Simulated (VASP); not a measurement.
# Si (a cell with a defect) in VASP: single point with PBE+D3(BJ)

Aim: the single point of Si (a cell with a defect) with PBE+D3(BJ).

All numbers are computed with VASP 6.6.1; they aren't measurements. Logs are shortened: lines on timing, memory, paths and dates and some standing lists are left out, and cuts for length are marked.

## 1. The cell of the first run

The cell holds a defect, 17 atoms: a = 7.679 Å, b = 7.679 Å, c = 7.679 Å, α = 60.00°, β = 60.00°, γ = 60.00°.

## 2. Single point, PBE+D3(BJ)

File INCAR:

```
  PREC = Accurate
  ENCUT = 520
  EDIFF = 1E-6
  ISMEAR = 0
  SIGMA = 0.02
  LREAL = Auto
  LASPH = T
  NELM = 80
  ALGO = Normal
  ISIF = 2
  LWAVE = F
  LCHARG = F
  GGA = PE
  IVDW = 12
  NBANDS = 48
```

File KPOINTS:

```
regular mesh
0
Gamma
  2 2 2
```

File POSCAR:

```
Si
1.0
    0.0000000000      5.4300000000      5.4300000000
    5.4300000000      0.0000000000      5.4300000000
    5.4300000000      5.4300000000      0.0000000000
Si
17
Direct
   -0.0000189687      0.0001629834     -0.0000311234
    0.1243413444      0.1253056169      0.1243621547
    0.0023529466      0.0040802026      0.4967350829
    0.1241866483      0.1251949355      0.6261000921
    0.0027426335      0.4974512891      0.0028059853
    0.1244659300      0.6262414365      0.1244911602
    0.0024703499      0.4974213628      0.4968309392
    0.1302097606      0.6238639042      0.6227618785
    0.4967174033      0.0040632597      0.0024026703
    0.6261155617      0.1251848066      0.1241936464
    0.4964886740      0.0039593923      0.4964899632
    0.6221655617      0.1329992634      0.6221996317
    0.4968160221      0.4974152855      0.0025127072
    0.6226873849      0.6238151934      0.1303746777
    0.4988474217      0.5015809392      0.4990070902
    0.6222975138      0.6234135359      0.6223319521
    0.7488038674      0.7516408840      0.7489731123
```

Potentials or basis: VASP PAW PBE potentials, release 64 (Si).

Started as:

```bash
$ cat potpaw_PBE.64/Si/POTCAR > POTCAR
$ mpirun -np 1 vasp_std > vasp.out
```

OUTCAR:

```text
PREC = Accurate
   ENCUT = 520
   EDIFF = 1E-6
   ISMEAR = 0
   LREAL = Auto
   LASPH = T
   NELM = 80
   ISIF = 2
   GGA = PE
   IVDW = 12
 IVDW          = 12

 ion  position               nearest neighbor table
   1  1.000  0.000  1.000-  10 2.34   4 2.34   2 2.34   6 2.34
   2  0.124  0.125  0.124-   5 2.33   3 2.34   9 2.34   1 2.34
   3  0.002  0.004  0.497-   4 2.33   2 2.34  12 2.38   8 2.38  17 2.75
   4  0.124  0.125  0.626-   7 2.33  11 2.33   3 2.33   1 2.34
   5  0.003  0.497  0.003-   2 2.33   6 2.33   8 2.38  14 2.38  17 2.76
   6  0.124  0.626  0.124-   5 2.33   7 2.33  13 2.33   1 2.34
   7  0.002  0.497  0.497-   4 2.33   6 2.33   8 2.38  16 2.38  17 2.75
   8  0.130  0.624  0.623-  15 2.31   5 2.38   7 2.38   3 2.38  17 2.39
   9  0.497  0.004  0.002-  10 2.33   2 2.34  12 2.38  14 2.38  17 2.75
  10  0.626  0.125  0.124-  13 2.33  11 2.33   9 2.33   1 2.34
  11  0.496  0.004  0.496-  10 2.33   4 2.33  12 2.39  16 2.39  17 2.74
  12  0.622  0.133  0.622-  15 2.31   3 2.38   9 2.38  11 2.39  17 2.39
  13  0.497  0.497  0.003-  10 2.33   6 2.33  14 2.38  16 2.38  17 2.75
  14  0.623  0.624  0.130-  15 2.31   5 2.38  13 2.38   9 2.38  17 2.39
  15  0.499  0.502  0.499-  12 2.31  16 2.31  14 2.31   8 2.31
  16  0.622  0.623  0.622-  15 2.31   7 2.38  13 2.38  11 2.39  17 2.39
  17  0.749  0.752  0.749-  12 2.39  16 2.39  14 2.39   8 2.39  11 2.74   9 2.75   3 2.75  13 2.75
                             7 2.75   5 2.76

  LATTYP: Found a face centered cubic cell.
 ALAT       =    10.8600000000

  Lattice vectors:

 A1 = (   0.0000000000,   5.4300000000,   5.4300000000)
 A2 = (   5.4300000000,   0.0000000000,   5.4300000000)
 A3 = (   5.4300000000,   5.4300000000,   0.0000000000)

Analysis of symmetry for initial positions (statically):
=====================================================================
 Subroutine PRICEL returns:
 Original cell was already a primitive cell.

 Routine SETGRP: Setting up the symmetry group for a
 face centered cubic supercell.

 Subroutine GETGRP returns: Found  1 space group operations
 (whereof  1 operations were pure point group operations)
 out of a pool of 48 trial point group operations.

The static configuration has the point symmetry C_1 .

Analysis of symmetry for dynamics (positions and initial velocities):
=====================================================================
 Subroutine PRICEL returns:
 Original cell was already a primitive cell.

 Routine SETGRP: Setting up the symmetry group for a
 face centered cubic supercell.

 Subroutine GETGRP returns: Found  1 space group operations
 (whereof  1 operations were pure point group operations)
 out of a pool of 48 trial point group operations.

The dynamic configuration has the point symmetry C_1 .

 Subroutine INISYM returns: Found  1 space group operations
 (whereof  1 operations are pure point group operations),
 and found     1 'primitive' translations

----------------------------------------------------------------------------------------

                                     Primitive cell

  volume of cell :     320.2060

  direct lattice vectors                    reciprocal lattice vectors
     0.000000000  5.430000000  5.430000000    -0.092081031  0.092081031  0.092081031
     5.430000000  0.000000000  5.430000000     0.092081031 -0.092081031  0.092081031
     5.430000000  5.430000000  0.000000000     0.092081031  0.092081031 -0.092081031

  length of vectors
     7.679179644  7.679179644  7.679179644     0.159489025  0.159489025  0.159489025

  position of ions in fractional coordinates (direct lattice)
     0.999981031  0.000162983  0.999968877
     0.124341344  0.125305617  0.124362155
     0.002352947  0.004080203  0.496735083
     0.124186648  0.125194935  0.626100092
     0.002742633  0.497451289  0.002805985
     0.124465930  0.626241437  0.124491160
[... 9 lines left out ...]
     0.622297514  0.623413536  0.622331952
     0.748803867  0.751640884  0.748973112

  ion indices of the primitive-cell ions
   primitive index   ion index
                 1           1
                 2           2
                 3           3
                 4           4
                 5           5
                 6           6
[... 9 lines left out ...]
                16          16
                17          17

----------------------------------------------------------------------------------------

 KPOINTS: regular mesh

Automatic generation of k-mesh.
 Grid dimensions read from file:
 generate k-points for:    2    2    2

 Generating k-lattice:

  Cartesian coordinates                     Fractional coordinates (reciprocal lattice)
    -0.046040516  0.046040516  0.046040516     0.500000000  0.000000000  0.000000000
     0.046040516 -0.046040516  0.046040516     0.000000000  0.500000000  0.000000000
     0.046040516  0.046040516 -0.046040516     0.000000000  0.000000000  0.500000000

  Length of vectors
     0.079744512  0.079744512  0.079744512

  Shift w.r.t. Gamma in fractional coordinates (k-lattice)
     0.000000000  0.000000000  0.000000000

 Subroutine IBZKPT returns following result:
 ===========================================

 Found      8 irreducible k-points:

 Following reciprocal coordinates:
            Coordinates               Weight
  0.000000  0.000000  0.000000      1.000000
  0.500000  0.000000  0.000000      1.000000
  0.000000  0.500000  0.000000      1.000000
  0.000000  0.000000  0.500000      1.000000
  0.500000  0.500000  0.500000      1.000000
  0.500000  0.500000  0.000000      1.000000
  0.000000  0.500000  0.500000      1.000000
  0.500000  0.000000  0.500000      1.000000
   k-points           NKPTS =      8   k-points in BZ     NKDIM =      8   number of bands    NBANDS=     48
   number of dos      NEDOS =    301   number of ions     NIONS =     17
   total plane-waves  NPLWV = 216000
   dimension x,y,z NGX =    60 NGY =   60 NGZ =   60
   dimension x,y,z NGXF=   120 NGYF=  120 NGZF=  120
   ions per type =              17
   NGX,Y,Z   is equivalent  to a cutoff of  12.99, 12.99, 12.99 a.u.
   NGXF,Y,Z  is equivalent  to a cutoff of  25.98, 25.98, 25.98 a.u.
 SYSTEM =  unknown system
   PREC   = accura    normal or accurate (medium, high low for compatibility)
   ISTART =      0    job   : 0-new  1-cont  2-samecut
   ICHARG =      2    charge: 1-file 2-atom 10-const
   ISPIN  =      1    spin polarized calculation?
   LNONCOLLINEAR =      F non collinear calculations
   LSORBIT =      F    spin-orbit coupling
   LASPH  =      T    aspherical Exc in radial PAW
   ENCUT  =  520.0 eV  38.22 Ry    6.18 a.u.  14.28 14.28 14.28*2*pi/ulx,y,z
   NELM   =     80;   NELMIN=  2; NELMDL= -5     # of ELM steps
   EDIFF  = 0.1E-05   stopping-criterion for ELM
   LREAL  =      T    real-space projection
   EDIFFG = 0.1E-04   stopping-criterion for IOM
   NSW    =      0    number of steps for IOM
   IBRION =     -1    ionic relax: 0-MD 1-quasi-New 2-CG
   NFREE  =      0    steps in history (QN), initial steepest desc. (CG)
   ISIF   =      2    stress and relaxation
   ISYM   =      2    0-nonsym 1-usesym 2-fastsym
   POTIM  = 0.5000    time-step for ionic-motion
   TEBEG  =    0.0;   TEEND  =   0.0 temperature during run
   PSTRESS=    0.0 pullay stress
   NELECT =      68.0000    total number of electrons
   NUPDOWN=      -1.0000    fix difference up-down
   EMIN   =  10.00;   EMAX   =-10.00  energy-range for DOS
   EFERMI =   0.00;   METHOD = LEGACY
   ISMEAR =     0;   SIGMA  =   0.02  broadening in eV -4-tet -1-fermi 0-gaus
   EFERMI_NEDOS =   21; number of points for ismear=-14 and -15
   IALGO  =     38    algorithm
   IMIX   =      4    mixing-type and parameters
     AMIX     =   0.40;   BMIX     =  1.00
     AMIX_MAG =   1.60;   BMIX_MAG =  1.00
  volume/ion in A,a.u.               =      18.84       127.11
  Fermi-wavevector in a.u.,A,eV,Ry     =   0.976715  1.845724 12.979587  0.953973
  Thomas-Fermi vector in A             =   2.107356
   LORBIT       =      0    0 simple, 1 ext, 2 COOP (PROOUT), +10 PAW based schemes
   GGA     = PE    functional components
   LHFCALC =     F    Hartree Fock is set to
   AEXX    =    0.0000 exact exchange contribution
   IVDW    =    12    specifies the selected vdW correction
   LEPSILON=     F    determine dielectric tensor
   LRPA    =     F    only Hartree local field effects (RPA)
 non-spin polarized calculation
 Gauss-broadening in eV      SIGMA  =   0.02
  energy-cutoff  :      520.00
  volume of cell :      320.21
 maximum number of plane-waves:      8646
 NGX is ok and might be reduce to    60
   NGX = 29   NGY = 29   NGZ = 29

 number of electron      68.0000001 magnetization

 Free energy of the ion-electron system (eV)
  ---------------------------------------------------
  ext. energy  EPLUGINS =         0.00000000
  ---------------------------------------------------
  free energy    TOTEN  =       -87.98992264 eV

  energy without entropy =      -87.98606608  energy(sigma->0) =      -87.98799436

 E-fermi :   6.9193     XC(G=0):  -9.6743

 val. band max:        6.6790483332   @ k =   0.0000   0.0000   0.0000
 cond. band min:       6.9253715950   @ k =   0.5000   0.5000   0.0000
 fundamental gap:      0.2463232618
 Fermi energy:         6.9192998202

 k-point     1 :       0.0000    0.0000    0.0000
  band No.  band energies     occupation
      1      -6.3182      2.00000
      2      -3.7717      2.00000
      3      -3.6299      2.00000
      4      -3.6274      2.00000
      5      -3.6272      2.00000
      6      -2.8064      2.00000
[... 38 lines left out ...]
     45       8.1224      0.00000
     46       9.0612      0.00000

 k-point     2 :       0.5000    0.0000    0.0000
  band No.  band energies     occupation
      1      -5.9168      2.00000
      2      -4.9543      2.00000
      3      -3.5689      2.00000
      4      -3.4291      2.00000
      5      -3.4243      2.00000
      6      -2.9555      2.00000
[... 286 lines left out ...]
 k-point     8 :       0.5000    0.0000    0.5000
  band No.  band energies     occupation
      1      -5.7830      2.00000
      2      -4.7228      2.00000
      3      -3.9919      2.00000
      4      -3.8789      2.00000
      5      -3.8771      2.00000
      6      -3.6255      2.00000
[... 38 lines left out ...]
     45      10.1199      0.00000
     46      10.1285      0.00000
 [bands above 46 left out]

------------------------ aborting loop because EDIFF is reached ----------------------------------------

 Edisp (eV)   -5.64336

 E8    (eV) :    -2.3345

  FORCE on cell =-STRESS in cart. coord.  units (eV):
  Direction    XX          YY          ZZ          XY          YZ          ZX
  --------------------------------------------------------------------------------------
  -------------------------------------------------------------------------------------
  Total       4.76966     4.76939     4.76826     0.00096     0.00053     0.00484
  in kB      23.86540    23.86404    23.85839     0.00480     0.00264     0.02422
  external pressure =       23.86 kB  Pullay stress =        0.00 kB

 VOLUME and BASIS-vectors are now :
 -----------------------------------------------------------------------------
  energy-cutoff  :      520.00
  volume of cell :      320.21
      direct lattice vectors                 reciprocal lattice vectors
     0.000000000  5.430000000  5.430000000    -0.092081031  0.092081031  0.092081031
     5.430000000  0.000000000  5.430000000     0.092081031 -0.092081031  0.092081031
     5.430000000  5.430000000  0.000000000     0.092081031  0.092081031 -0.092081031

 POSITION                                       TOTAL-FORCE (eV/Angst)
 -----------------------------------------------------------------------------------
      5.43072     10.85973      5.43078         0.000705     -0.002231      0.000638
      1.35570      1.35046      1.35558        -0.018235     -0.001437     -0.017968
      2.71943      2.71005      0.03493        -0.005321      0.000341     -0.013607
      4.07953      4.07406      1.35414         0.005912      0.013769     -0.013389
      2.71640      0.03013      2.71605         0.002567     -0.032482      0.002490
      4.07648      1.35184      4.07634         0.016710     -0.007710      0.017439
[... 9 lines left out ...]
      6.76440      6.75834      6.76421         0.005463     -0.004500      0.005759
      8.14833      8.13293      8.14742        -0.000357      0.000213     -0.000950
 -----------------------------------------------------------------------------------
    total drift:                               -0.004065      0.004454     -0.004430

  FREE ENERGIE OF THE ION-ELECTRON SYSTEM (eV)
  ---------------------------------------------------
  free  energy   TOTEN  =       -93.6332805109 eV

  energy  without entropy=      -93.6294239569  energy(sigma->0) =      -93.63135223
```

It took 1.7 min on 1 thread of Intel Xeon 6975P-C (Granite Rapids), shared host; peak memory 0.46 GiB.

What came out:

```yaml
Free_energy: -93.6333 eV
Pressure: 2.4 GPa
Largest_force: 0.033 eV/Å
Band_gap_on_the_k_mesh: zero (band 34 reaches 6.93 eV, above the bottom of band 35 at 6.67 eV)
Dispersion_energy_per_atom: -0.332 eV
```

Forces on the atoms (eV/Å):
```
Si   0.001 -0.002  0.001
Si  -0.018 -0.001 -0.018
Si  -0.005  0.000 -0.014
Si   0.006  0.014 -0.013
Si   0.003 -0.032  0.002
Si   0.017 -0.008  0.017
Si   0.018 -0.005  0.005
Si  -0.005  0.007  0.008
Si  -0.014  0.000 -0.006
Si  -0.013  0.013  0.006
Si  -0.003  0.019 -0.003
Si  -0.004  0.000 -0.004
Si   0.005 -0.006  0.017
Si   0.007  0.006 -0.004
Si   0.001 -0.001  0.001
Si   0.005 -0.004  0.006
Si   0.000  0.000 -0.001
```

Caveat: the k points lie up to 0.50 Å⁻¹ apart.
